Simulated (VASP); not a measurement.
# Al3Ru2 (I4/mmm) in VASP: single point with r2SCAN

Aim: the single point of Al3Ru2 with r2SCAN.

Everything below comes from runs of VASP 6.6.1. Logs are shortened: lines on timing, memory, paths and dates and some standing lists are left out, and cuts for length are marked.

### 1 The cell of the first run

It takes space group I4/mmm (No. 139, tetragonal). Conventional cell: a = 3.078 Å, b = 3.078 Å, c = 14.286 Å, α = 90.00°, β = 90.00°, γ = 90.00°. Within 3.5 Å of Al (site symmetry 4/mmm) lie 8 Ru at 2.65 Å and 6 Al at 2.77 to 3.08 Å. Within 3.3 Å of Al (site symmetry 4mm) lie 5 Ru at 2.51 to 2.86 Å and 9 Al at 2.70 to 3.08 Å. Within 3.3 Å of Ru (site symmetry 4mm) lie 9 Al at 2.51 to 2.86 Å and 5 Ru at 3.02 to 3.08 Å.

### 2 Single point, r2SCAN

File POSCAR:

```
Al3Ru2
1.0
   -1.5389008750      1.5389008750      7.1431020300
    1.5389008750     -1.5389008750      7.1431020300
    1.5389008750      1.5389008750     -7.1431020300
Al Ru
3 2
Direct
    0.0000000000      0.0000000000      0.0000000000
    0.8061846200      0.8061846200      0.0000000000
    0.1938153800      0.1938153800      0.0000000000
    0.6058685700      0.6058685700      0.0000000000
    0.3941314300      0.3941314300      0.0000000000
```

File INCAR.step1:

```
  ALGO = Normal
  EDIFF = 1E-4
  ENCUT = 520
  GGA = PE
  ISMEAR = 0
  LASPH = True
  LCHARG = False
  LREAL = False
  LWAVE = True
  NBANDS = 26
  NELM = 60
  PREC = Accurate
  SIGMA = 0.1
```

File INCAR.step2:

```
  ALGO = Normal
  EDIFF = 1E-7
  ENCUT = 520
  ISIF = 2
  ISMEAR = 0
  ISTART = 1
  LASPH = True
  LCHARG = False
  LMIXTAU = True
  LREAL = False
  LWAVE = False
  METAGGA = R2SCAN
  NBANDS = 26
  NELM = 60
  PREC = Accurate
  SIGMA = 0.1
```

File KPOINTS:

```
Automatic mesh
0
Gamma
  10 10 10
  0.5 0.5 0.5
```

Potentials or basis: VASP PAW PBE potentials, release 64 (Al, Ru_pv).

On the command line:

```sh
$ cat potpaw_PBE.64/Al/POTCAR potpaw_PBE.64/Ru_pv/POTCAR > POTCAR
$ cp INCAR.step1 INCAR
$ mpirun -np 1 vasp_std > vasp.out
$ cp INCAR.step2 INCAR
$ mpirun -np 1 vasp_std > vasp.out
```

OUTCAR:

```text
EDIFF = 1E-7
   ENCUT = 520
   ISIF = 2
   ISMEAR = 0
   ISTART = 1
   LASPH = True
   LREAL = False
   METAGGA = R2SCAN
   NELM = 60
   PREC = Accurate

 ion  position               nearest neighbor table
   1  0.000  0.000  0.000-   5 2.65   4 2.65   4 2.65   4 2.65   4 2.65   5 2.65   5 2.65   5 2.65
                             2 2.77   3 2.77
   2  0.806  0.806  0.000-   5 2.51   5 2.51   5 2.51   5 2.51   3 2.70   3 2.70   3 2.70   3 2.70
                             1 2.77   4 2.86
   3  0.194  0.194  0.000-   4 2.51   4 2.51   4 2.51   4 2.51   2 2.70   2 2.70   2 2.70   2 2.70
                             1 2.77   5 2.86
   4  0.606  0.606  0.000-   3 2.51   3 2.51   3 2.51   3 2.51   1 2.65   1 2.65   1 2.65   1 2.65
                             2 2.86   5 3.02
   5  0.394  0.394  0.000-   2 2.51   2 2.51   2 2.51   2 2.51   1 2.65   1 2.65   1 2.65   1 2.65
                             3 2.86   4 3.02

  LATTYP: Found a body centered tetragonal cell.
 ALAT       =     3.0778017500
 C/A-ratio  =     4.6416907977

  Lattice vectors:

 A1 = (  -1.5389008750,   1.5389008750,   7.1431020300)
 A2 = (   1.5389008750,  -1.5389008750,   7.1431020300)
 A3 = (   1.5389008750,   1.5389008750,  -7.1431020300)

Analysis of symmetry for initial positions (statically):
=====================================================================
 Subroutine PRICEL returns:
 Original cell was already a primitive cell.

 Routine SETGRP: Setting up the symmetry group for a
 body centered tetragonal supercell.

 Subroutine GETGRP returns: Found 16 space group operations
 (whereof 16 operations were pure point group operations)
 out of a pool of 16 trial point group operations.

The static configuration has the point symmetry D_4h.

Analysis of symmetry for dynamics (positions and initial velocities):
=====================================================================
 Subroutine PRICEL returns:
 Original cell was already a primitive cell.

 Routine SETGRP: Setting up the symmetry group for a
 body centered tetragonal supercell.

 Subroutine GETGRP returns: Found 16 space group operations
 (whereof 16 operations were pure point group operations)
 out of a pool of 16 trial point group operations.

The dynamic configuration has the point symmetry D_4h.

 Subroutine INISYM returns: Found 16 space group operations
 (whereof 16 operations are pure point group operations),
 and found     1 'primitive' translations

----------------------------------------------------------------------------------------

                                     Primitive cell

  volume of cell :      67.6656

  direct lattice vectors                    reciprocal lattice vectors
    -1.538900875  1.538900875  7.143102030     0.000000000  0.324907217  0.069997600
     1.538900875 -1.538900875  7.143102030     0.324907217  0.000000000  0.069997600
     1.538900875  1.538900875 -7.143102030     0.324907217  0.324907217  0.000000000

  length of vectors
     7.467284541  7.467284541  7.467284541     0.332361796  0.332361796  0.459488192

  position of ions in fractional coordinates (direct lattice)
     0.000000000  0.000000000  0.000000000
     0.806184620  0.806184620  0.000000000
     0.193815380  0.193815380  0.000000000
     0.605868570  0.605868570  0.000000000
     0.394131430  0.394131430  0.000000000

  ion indices of the primitive-cell ions
   primitive index   ion index
                 1           1
                 2           2
                 3           3
                 4           4
                 5           5

----------------------------------------------------------------------------------------

 KPOINTS: Automatic mesh

Automatic generation of k-mesh.
 Grid dimensions read from file:
 generate k-points for:   10   10   10

 Generating k-lattice:

  Cartesian coordinates                     Fractional coordinates (reciprocal lattice)
     0.000000000  0.032490722  0.006999760     0.100000000  0.000000000  0.000000000
     0.032490722  0.000000000  0.006999760     0.000000000  0.100000000  0.000000000
     0.032490722  0.032490722  0.000000000     0.000000000  0.000000000  0.100000000

  Length of vectors
     0.033236180  0.033236180  0.045948819

  Shift w.r.t. Gamma in fractional coordinates (k-lattice)
     0.500000000  0.500000000  0.500000000

 Subroutine IBZKPT returns following result:
 ===========================================

 Found     99 irreducible k-points:

 Following reciprocal coordinates:
            Coordinates               Weight
  0.050000  0.050000  0.050000      8.000000
  0.150000  0.050000  0.050000     16.000000
  0.250000  0.050000  0.050000     16.000000
  0.350000  0.050000  0.050000     16.000000
  0.450000  0.050000  0.050000      8.000000
 -0.050000  0.050000  0.050000      4.000000
[... 16 lines left out ...]
 -0.050000  0.250000  0.050000      8.000000
  0.350000  0.350000  0.050000      8.000000
 [... further k-points ...]
   k-points           NKPTS =     99   k-points in BZ     NKDIM =     99   number of bands    NBANDS=     26
   number of dos      NEDOS =    301   number of ions     NIONS =      5
   total plane-waves  NPLWV = 175616
   dimension x,y,z NGX =    56 NGY =   56 NGZ =   56
   dimension x,y,z NGXF=   112 NGYF=  112 NGZF=  112
   ions per type =               3   2
   NGX,Y,Z   is equivalent  to a cutoff of  12.47, 12.47, 12.47 a.u.
   NGXF,Y,Z  is equivalent  to a cutoff of  24.93, 24.93, 24.93 a.u.
 SYSTEM =  unknown system
   PREC   = accura    normal or accurate (medium, high low for compatibility)
   ISTART =      1    job   : 0-new  1-cont  2-samecut
   ICHARG =      0    charge: 1-file 2-atom 10-const
   ISPIN  =      1    spin polarized calculation?
   LNONCOLLINEAR =      F non collinear calculations
   LSORBIT =      F    spin-orbit coupling
   LASPH  =      T    aspherical Exc in radial PAW
   ENCUT  =  520.0 eV  38.22 Ry    6.18 a.u.  13.88 13.88 13.88*2*pi/ulx,y,z
   NELM   =     60;   NELMIN=  2; NELMDL=  0     # of ELM steps
   EDIFF  = 0.1E-06   stopping-criterion for ELM
   LREAL  =      F    real-space projection
   EDIFFG = 0.1E-05   stopping-criterion for IOM
   NSW    =      0    number of steps for IOM
   IBRION =     -1    ionic relax: 0-MD 1-quasi-New 2-CG
   NFREE  =      0    steps in history (QN), initial steepest desc. (CG)
   ISIF   =      2    stress and relaxation
   ISYM   =      2    0-nonsym 1-usesym 2-fastsym
   POTIM  = 0.5000    time-step for ionic-motion
   TEBEG  =    0.0;   TEEND  =   0.0 temperature during run
   PSTRESS=    0.0 pullay stress
   NELECT =      37.0000    total number of electrons
   NUPDOWN=      -1.0000    fix difference up-down
   EMIN   =  10.00;   EMAX   =-10.00  energy-range for DOS
   EFERMI =   0.00;   METHOD = LEGACY
   ISMEAR =     0;   SIGMA  =   0.10  broadening in eV -4-tet -1-fermi 0-gaus
   EFERMI_NEDOS =   21; number of points for ismear=-14 and -15
   IALGO  =     38    algorithm
   IMIX   =      4    mixing-type and parameters
     AMIX     =   0.40;   BMIX     =  1.00
     AMIX_MAG =   1.60;   BMIX_MAG =  1.00
  volume/ion in A,a.u.               =      13.53        91.33
  Fermi-wavevector in a.u.,A,eV,Ry     =   1.338709  2.529792 24.383552  1.792140
  Thomas-Fermi vector in A             =   2.467158
   LORBIT       =      0    0 simple, 1 ext, 2 COOP (PROOUT), +10 PAW based schemes
   METAGGA = R2SCAN    functional components
   LHFCALC =     F    Hartree Fock is set to
   AEXX    =    0.0000 exact exchange contribution
   IVDW    =     0    specifies the selected vdW correction
   LEPSILON=     F    determine dielectric tensor
   LRPA    =     F    only Hartree local field effects (RPA)
 non-spin polarized calculation
 Gauss-broadening in eV      SIGMA  =   0.10
  energy-cutoff  :      520.00
  volume of cell :       67.67
 maximum number of plane-waves:      1846
   NGX = 27   NGY = 27   NGZ = 27

 number of electron      37.0000000 magnetization

 Free energy of the ion-electron system (eV)
  ---------------------------------------------------
  ext. energy  EPLUGINS =         0.00000000
  ---------------------------------------------------
  free energy    TOTEN  =       -74.93350420 eV

  energy without entropy =      -74.92459256  energy(sigma->0) =      -74.92904838

 E-fermi :  10.4158     XC(G=0): -13.1653

 val. band max:       10.3921497592   @ k =   0.2500   0.2500   0.1500
 cond. band min:      10.4277314610   @ k =   0.3500   0.1500   0.1500
 fundamental gap:      0.0355817018
 Fermi energy:        10.4157885607

 k-point     1 :       0.0500    0.0500    0.0500
  band No.  band energies     occupation
      1     -32.9093      2.00000
      2     -32.8569      2.00000
      3     -32.8555      2.00000
      4     -32.8476      2.00000
      5     -32.8465      2.00000
      6     -32.8075      2.00000
[... 18 lines left out ...]
     25      16.3417      0.00000
     26      18.8482      0.00000

 k-point     2 :       0.1500    0.0500    0.0500
  band No.  band energies     occupation
      1     -32.9039      2.00000
      2     -32.8999      2.00000
      3     -32.8898      2.00000
      4     -32.8522      2.00000
      5     -32.8431      2.00000
      6     -32.8035      2.00000
[... 18 lines left out ...]
     25      17.1405      0.00000
     26      18.5397      0.00000

 k-point     3 :       0.2500    0.0500    0.0500
  band No.  band energies     occupation
      1     -32.9535      2.00000
      2     -32.9423      2.00000
      3     -32.8973      2.00000
      4     -32.8472      2.00000
      5     -32.8381      2.00000
      6     -32.7986      2.00000
[... 572 lines left out ...]
 k-point    23 :      -0.0500    0.2500    0.0500
  band No.  band energies     occupation
      1     -32.9554      2.00000
      2     -32.9441      2.00000
      3     -32.8992      2.00000
      4     -32.8308      2.00000
      5     -32.8220      2.00000
      6     -32.8000      2.00000
[... 18 lines left out ...]
     25      17.6281      0.00000
     26      18.3784      0.00000

 k-point    24 :       0.3500    0.3500    0.0500
  band No.  band energies     occupation
      1     -32.9798      2.00000
      2     -32.9786      2.00000
      3     -32.9687      2.00000
      4     -32.9675      2.00000
      5     -32.8768      2.00000
      6     -32.7817      2.00000
[... 18 lines left out ...]
     25      15.3795      0.00000
     26      15.8295      0.00000

 [... further k-points ...]

------------------------ aborting loop because EDIFF is reached ----------------------------------------

  FORCE on cell =-STRESS in cart. coord.  units (eV):
  Direction    XX          YY          ZZ          XY          YZ          ZX
  --------------------------------------------------------------------------------------
  -------------------------------------------------------------------------------------
  Total       -0.0467084     -0.0467084     -0.0784527      0.0000000      0.0000000      0.0000000
  in kB       -1.1059561     -1.1059561     -1.8575921      0.0000000      0.0000000      0.0000000
  external PRESSURE =      -1.3565014 kB  Pullay stress =       0.0000000 kB

 VOLUME and BASIS-vectors are now :
 -----------------------------------------------------------------------------
  energy-cutoff  :      520.00
  volume of cell :       67.67
      direct lattice vectors                 reciprocal lattice vectors
    -1.538900875  1.538900875  7.143102030     0.000000000  0.324907217  0.069997600
     1.538900875 -1.538900875  7.143102030     0.324907217  0.000000000  0.069997600
     1.538900875  1.538900875 -7.143102030     0.324907217  0.324907217  0.000000000

 POSITION                                       TOTAL-FORCE (eV/Angst)
 -----------------------------------------------------------------------------------
      0.00000      0.00000      0.00000         0.000000      0.000000     -0.000000
      0.00000      0.00000     11.51732        -0.000000     -0.000000     -0.029741
      0.00000      0.00000      2.76889        -0.000000     -0.000000      0.029741
      0.00000      0.00000      8.65556        -0.000000     -0.000000      0.009777
      0.00000      0.00000      5.63064         0.000000      0.000000     -0.009777
 -----------------------------------------------------------------------------------
    total drift:                                0.000000      0.000000     -0.000000

  FREE ENERGIE OF THE ION-ELECTRON SYSTEM (eV)
  ---------------------------------------------------
  free  energy   TOTEN  =       -74.9335041996 eV

  energy  without entropy=      -74.9245925559  energy(sigma->0) =      -74.92904838
```

Run time: 79 min. Hardware: 1 thread of Oxide Virtual Turin-like, shared host; peak memory 0.53 GiB.

What came out:

| Item | Value |
| --- | --- |
| Free energy | -74.9335 eV |
| Pressure | -0.1 GPa |
| Largest force | 0.030 eV/Å |
| Band gap on the k mesh | zero (an odd number of electrons rules out a gap without spin polarisation) |

Forces in eV/Å, atoms in the order of the input:
```
Al   0.000  0.000  0.000
Al   0.000  0.000 -0.030
Al   0.000  0.000  0.030
Ru   0.000  0.000  0.010
Ru   0.000  0.000 -0.010
```

Stress tensor (GPa, compression positive):
```
-0.11  0.00  0.00
 0.00 -0.11  0.00
 0.00  0.00 -0.19
```

Levels at points of the mesh, in eV from the Fermi level:
```
           k point  band 16  band 17  band 18  band 19  band 20  band 21  band 22  band 23
(0.05, 0.05, 0.05)    -1.22    -1.08    -0.81    -0.60     3.88     4.19     4.99     5.30
```

Caveat: the PAW data sets were made with another functional, which shifts forces and pressure a little.

The gap in the log of VASP goes by the Fermi energy; the results here count the filled bands.